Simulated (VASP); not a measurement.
# Ba (Im-3m) in VASP: notebook

The runs below take Ba through single point, with r2SCAN.

Everything below comes from runs of VASP 6.6.1. Logs are shortened: lines on timing, memory, paths and dates and some standing lists are left out, and cuts for length are marked.

**1. The cell of the first run**

The structure is cubic, space group Im-3m (No. 229). The conventional cell has a = 5.074 Å, b = 5.074 Å, c = 5.074 Å, α = 90.00°, β = 90.00°, γ = 90.00°. Within 5.8 Å of Ba (site symmetry m-3m) lie 14 Ba at 4.39 to 5.07 Å.

**2. Single point, r2SCAN**

The input, POSCAR:

```
Ba
1.0
   -2.5367939014      2.5367939014      2.5367939014
    2.5367939014     -2.5367939014      2.5367939014
    2.5367939014      2.5367939014     -2.5367939014
Ba
1
Direct
    0.0000000000      0.0000000000      0.0000000000
```

The input, INCAR.step1:

```
ALGO     = Normal         # electronic algorithm
EDIFF    = 1E-4           # SCF threshold, eV
ENCUT    = 520            # plane-wave cutoff, eV
GGA      = PE             # functional
ISMEAR   = 0              # smearing method
LASPH    = True           # aspherical terms in the spheres
LCHARG   = False          # write CHGCAR
LREAL    = False          # projectors in reciprocal space
LWAVE    = True           # write WAVECAR
NBANDS   = 11             # bands
NELM     = 100            # most SCF steps
PREC     = Accurate       # precision mode
SIGMA    = 0.6            # smearing width, eV
```

The input, INCAR.step2:

```
ALGO     = Normal         # electronic algorithm
EDIFF    = 1E-7           # SCF threshold, eV
ENCUT    = 520            # plane-wave cutoff, eV
ISIF     = 2              # what is computed and relaxed
ISMEAR   = 0              # smearing method
ISTART   = 1            
LASPH    = True           # aspherical terms in the spheres
LCHARG   = False          # write CHGCAR
LMIXTAU  = True         
LREAL    = False          # projectors in reciprocal space
LWAVE    = False          # write WAVECAR
METAGGA  = R2SCAN         # meta-GGA
NBANDS   = 11             # bands
NELM     = 100            # most SCF steps
PREC     = Accurate       # precision mode
SIGMA    = 0.6            # smearing width, eV
```

The input, KPOINTS:

```
k-points
0
Gamma
  9 9 9
```

Potentials or basis: VASP PAW PBE potentials, release 64 (Ba_sv).

Started as:

```
$ cat potpaw_PBE.64/Ba_sv/POTCAR > POTCAR
$ cp INCAR.step1 INCAR
$ mpirun -np 1 vasp_std > vasp.out
$ cp INCAR.step2 INCAR
$ mpirun -np 1 vasp_std > vasp.out
```

OUTCAR:

```text
EDIFF = 1E-7
   ENCUT = 520
   ISIF = 2
   ISMEAR = 0
   ISTART = 1
   LASPH = True
   LREAL = False
   METAGGA = R2SCAN
   NELM = 100
   PREC = Accurate

 ion  position               nearest neighbor table
   1  0.000  0.000  0.000-

  LATTYP: Found a body centered cubic cell.
 ALAT       =     5.0735878028

  Lattice vectors:

 A1 = (  -2.5367939014,   2.5367939014,   2.5367939014)
 A2 = (   2.5367939014,  -2.5367939014,   2.5367939014)
 A3 = (   2.5367939014,   2.5367939014,  -2.5367939014)

Analysis of symmetry for initial positions (statically):
=====================================================================
 Subroutine PRICEL returns:
 Original cell was already a primitive cell.

 Routine SETGRP: Setting up the symmetry group for a
 body centered cubic supercell.

 Subroutine GETGRP returns: Found 48 space group operations
 (whereof 48 operations were pure point group operations)
 out of a pool of 48 trial point group operations.

The static configuration has the point symmetry O_h .

Analysis of symmetry for dynamics (positions and initial velocities):
=====================================================================
 Subroutine PRICEL returns:
 Original cell was already a primitive cell.

 Routine SETGRP: Setting up the symmetry group for a
 body centered cubic supercell.

 Subroutine GETGRP returns: Found 48 space group operations
 (whereof 48 operations were pure point group operations)
 out of a pool of 48 trial point group operations.

The dynamic configuration has the point symmetry O_h .

 Subroutine INISYM returns: Found 48 space group operations
 (whereof 48 operations are pure point group operations),
 and found     1 'primitive' translations

----------------------------------------------------------------------------------------

                                     Primitive cell

  volume of cell :      65.3004

  direct lattice vectors                    reciprocal lattice vectors
    -2.536793901  2.536793901  2.536793901     0.000000000  0.197099181  0.197099181
     2.536793901 -2.536793901  2.536793901     0.197099181  0.000000000  0.197099181
     2.536793901  2.536793901 -2.536793901     0.197099181  0.197099181  0.000000000

  length of vectors
     4.393855926  4.393855926  4.393855926     0.278740335  0.278740335  0.278740335

  position of ions in fractional coordinates (direct lattice)
     0.000000000  0.000000000  0.000000000

  ion indices of the primitive-cell ions
   primitive index   ion index
                 1           1

----------------------------------------------------------------------------------------

 KPOINTS: k-points

Automatic generation of k-mesh.
 Grid dimensions read from file:
 generate k-points for:    9    9    9

 Generating k-lattice:

  Cartesian coordinates                     Fractional coordinates (reciprocal lattice)
     0.000000000  0.021899909  0.021899909     0.111111111  0.000000000  0.000000000
     0.021899909  0.000000000  0.021899909     0.000000000  0.111111111  0.000000000
     0.021899909  0.021899909  0.000000000     0.000000000  0.000000000  0.111111111

  Length of vectors
     0.030971148  0.030971148  0.030971148

  Shift w.r.t. Gamma in fractional coordinates (k-lattice)
     0.000000000  0.000000000  0.000000000

 Subroutine IBZKPT returns following result:
 ===========================================

 Found     35 irreducible k-points:

 Following reciprocal coordinates:
            Coordinates               Weight
  0.000000  0.000000  0.000000      1.000000
  0.111111  0.000000  0.000000     12.000000
  0.222222  0.000000  0.000000     12.000000
  0.333333  0.000000  0.000000     12.000000
  0.444444  0.000000  0.000000     12.000000
  0.111111  0.111111  0.000000     24.000000
[... 16 lines left out ...]
 -0.333333  0.444444  0.111111     48.000000
 -0.444444 -0.444444  0.111111     24.000000
 [... further k-points ...]
   k-points           NKPTS =     35   k-points in BZ     NKDIM =     35   number of bands    NBANDS=     11
   number of dos      NEDOS =    301   number of ions     NIONS =      1
   total plane-waves  NPLWV =  46656
   dimension x,y,z NGX =    36 NGY =   36 NGZ =   36
   dimension x,y,z NGXF=    72 NGYF=   72 NGZF=   72
   ions per type =               1
   NGX,Y,Z   is equivalent  to a cutoff of  13.62, 13.62, 13.62 a.u.
   NGXF,Y,Z  is equivalent  to a cutoff of  27.24, 27.24, 27.24 a.u.
 SYSTEM =  unknown system
   PREC   = accura    normal or accurate (medium, high low for compatibility)
   ISTART =      1    job   : 0-new  1-cont  2-samecut
   ICHARG =      0    charge: 1-file 2-atom 10-const
   ISPIN  =      1    spin polarized calculation?
   LNONCOLLINEAR =      F non collinear calculations
   LSORBIT =      F    spin-orbit coupling
   LASPH  =      T    aspherical Exc in radial PAW
   ENCUT  =  520.0 eV  38.22 Ry    6.18 a.u.   8.17  8.17  8.17*2*pi/ulx,y,z
   NELM   =    100;   NELMIN=  2; NELMDL=  0     # of ELM steps
   EDIFF  = 0.1E-06   stopping-criterion for ELM
   LREAL  =      F    real-space projection
   EDIFFG = 0.1E-05   stopping-criterion for IOM
   NSW    =      0    number of steps for IOM
   IBRION =     -1    ionic relax: 0-MD 1-quasi-New 2-CG
   NFREE  =      0    steps in history (QN), initial steepest desc. (CG)
   ISIF   =      2    stress and relaxation
   ISYM   =      2    0-nonsym 1-usesym 2-fastsym
   POTIM  = 0.5000    time-step for ionic-motion
   TEBEG  =    0.0;   TEEND  =   0.0 temperature during run
   PSTRESS=    0.0 pullay stress
   NELECT =      10.0000    total number of electrons
   NUPDOWN=      -1.0000    fix difference up-down
   EMIN   =  10.00;   EMAX   =-10.00  energy-range for DOS
   EFERMI =   0.00;   METHOD = LEGACY
   ISMEAR =     0;   SIGMA  =   0.60  broadening in eV -4-tet -1-fermi 0-gaus
   EFERMI_NEDOS =   21; number of points for ismear=-14 and -15
   IALGO  =     38    algorithm
   IMIX   =      4    mixing-type and parameters
     AMIX     =   0.40;   BMIX     =  1.00
     AMIX_MAG =   1.60;   BMIX_MAG =  1.00
  volume/ion in A,a.u.               =      65.30       440.67
  Fermi-wavevector in a.u.,A,eV,Ry     =   0.875863  1.655142 10.437525  0.767136
  Thomas-Fermi vector in A             =   1.995593
   LORBIT       =      0    0 simple, 1 ext, 2 COOP (PROOUT), +10 PAW based schemes
   METAGGA = R2SCAN    functional components
   LHFCALC =     F    Hartree Fock is set to
   AEXX    =    0.0000 exact exchange contribution
   IVDW    =     0    specifies the selected vdW correction
   LEPSILON=     F    determine dielectric tensor
   LRPA    =     F    only Hartree local field effects (RPA)
 non-spin polarized calculation
 Gauss-broadening in eV      SIGMA  =   0.60
  energy-cutoff  :      520.00
  volume of cell :       65.30
 maximum number of plane-waves:      1775
 NGX is ok and might be reduce to    36
   NGX = 17   NGY = 17   NGZ = 17

 number of electron      10.0000000 magnetization

 Free energy of the ion-electron system (eV)
  ---------------------------------------------------
  ext. energy  EPLUGINS =         0.00000000
  ---------------------------------------------------
  free energy    TOTEN  =       -26.55962142 eV

  energy without entropy =      -26.27454676  energy(sigma->0) =      -26.41708409

 E-fermi :   1.6272     XC(G=0):  -7.7013

 val. band max:        1.4891681223   @ k =  -0.4444  -0.4444   0.2222
 cond. band min:       1.6311896543   @ k =  -0.4444  -0.4444   0.2222
 fundamental gap:      0.1420215320
 Fermi energy:         1.6271865562

 k-point     1 :       0.0000    0.0000    0.0000
  band No.  band energies     occupation
      1     -28.3465      2.00000
      2     -12.9006      2.00000
      3     -12.9006      2.00000
      4     -12.9006      2.00000
      5      -1.2529      2.00000
      6       3.7109      0.00000
      7       3.7109      0.00000
      8       3.7109      0.00000
      9       5.0286      0.00000
     10       5.0286      0.00000
     11       8.7912      0.00000

 k-point     2 :       0.1111    0.0000    0.0000
  band No.  band energies     occupation
      1     -28.3419      2.00000
      2     -12.9535      2.00000
      3     -12.9164      2.00000
      4     -12.9011      2.00000
      5      -1.0223      2.00000
      6       3.5147      0.00001
      7       3.5674      0.00000
      8       3.9422      0.00000
      9       4.7695      0.00000
     10       5.0139      0.00000
     11       9.0466      0.00000

 k-point     3 :       0.2222    0.0000    0.0000
  band No.  band energies     occupation
      1     -28.3300      2.00000
      2     -13.0833      2.00000
      3     -12.9561      2.00000
      4     -12.9023      2.00000
      5      -0.4071      2.00000
      6       3.0275      0.00096
      7       3.1060      0.00049
      8       4.6144      0.00000
      9       4.7604      0.00000
     10       5.0513      0.00000
     11       9.2299      0.00000

 k-point     4 :       0.3333    0.0000    0.0000
  band No.  band energies     occupation
      1     -28.3165      2.00000
      2     -13.2244      2.00000
      3     -13.0004      2.00000
      4     -12.9038      2.00000
      5       0.3259      1.99784
      6       2.5951      0.02253
      7       2.7352      0.00901
      8       5.0060      0.00000
      9       5.2481      0.00000
     10       5.6482      0.00000
     11       8.3863      0.00000
[... 239 lines left out ...]
 k-point    22 :      -0.4444    0.4444    0.1111
  band No.  band energies     occupation
      1     -28.3042      2.00000
      2     -13.2981      2.00000
      3     -13.0476      2.00000
      4     -12.9398      2.00000
      5       0.9205      1.90422
      6       2.3963      0.06985
      7       2.7527      0.00798
      8       4.3925      0.00000
      9       5.7543      0.00000
     10       6.6873      0.00000
     11       8.2215      0.00000

 k-point    23 :      -0.3333    0.4444    0.1111
  band No.  band energies     occupation
      1     -28.3035      2.00000
      2     -13.2483      2.00000
      3     -13.0760      2.00000
      4     -12.9673      2.00000
      5       1.0702      1.81072
      6       2.1148      0.25040
      7       2.9199      0.00231
      8       4.2963      0.00000
      9       5.4552      0.00000
     10       6.4000      0.00000
     11       8.3181      0.00000

 k-point    24 :      -0.4444   -0.4444    0.1111
  band No.  band energies     occupation
      1     -28.2994      2.00000
      2     -13.2796      2.00000
      3     -13.0976      2.00000
      4     -12.9671      2.00000
      5       1.2776      1.59008
      6       2.1488      0.21888
      7       2.7201      0.01000
      8       4.2854      0.00000
      9       5.7829      0.00000
     10       7.2024      0.00000
     11       7.7534      0.00000

 [... further k-points ...]

------------------------ aborting loop because EDIFF is reached ----------------------------------------

  FORCE on cell =-STRESS in cart. coord.  units (eV):
  Direction    XX          YY          ZZ          XY          YZ          ZX
  --------------------------------------------------------------------------------------
  -------------------------------------------------------------------------------------
  Total        0.1017873      0.1017873      0.1017873      0.0000000      0.0000000     -0.0000000
  in kB        2.4974026      2.4974026      2.4974026      0.0000000      0.0000000     -0.0000000
  external PRESSURE =       2.4974026 kB  Pullay stress =       0.0000000 kB

 VOLUME and BASIS-vectors are now :
 -----------------------------------------------------------------------------
  energy-cutoff  :      520.00
  volume of cell :       65.30
      direct lattice vectors                 reciprocal lattice vectors
    -2.536793901  2.536793901  2.536793901     0.000000000  0.197099181  0.197099181
     2.536793901 -2.536793901  2.536793901     0.197099181  0.000000000  0.197099181
     2.536793901  2.536793901 -2.536793901     0.197099181  0.197099181  0.000000000

 POSITION                                       TOTAL-FORCE (eV/Angst)
 -----------------------------------------------------------------------------------
      0.00000      0.00000      0.00000         0.000000      0.000000      0.000000
 -----------------------------------------------------------------------------------
    total drift:                               -0.000000      0.000000      0.000000

  FREE ENERGIE OF THE ION-ELECTRON SYSTEM (eV)
  ---------------------------------------------------
  free  energy   TOTEN  =       -26.5596214201 eV

  energy  without entropy=      -26.2745467609  energy(sigma->0) =      -26.41708409
```

Run time: 70 s. Hardware: 1 thread of Intel Xeon 6975P-C (Granite Rapids), shared host; peak memory 0.21 GiB.

Results:

```yaml
Free_energy: -26.5596 eV
Pressure: 0.2 GPa
Band_gap_on_the_k_mesh: zero (bands 5 and 6 overlap by 0.93 eV)
```

Caveat: so wide a smearing shifts energies and pressures; the PAW data sets were made with another functional, which shifts forces and pressure a little; spin-orbit coupling is left out, which moves the levels of the heavy elements.

(Part 1 of 4 ends here.)
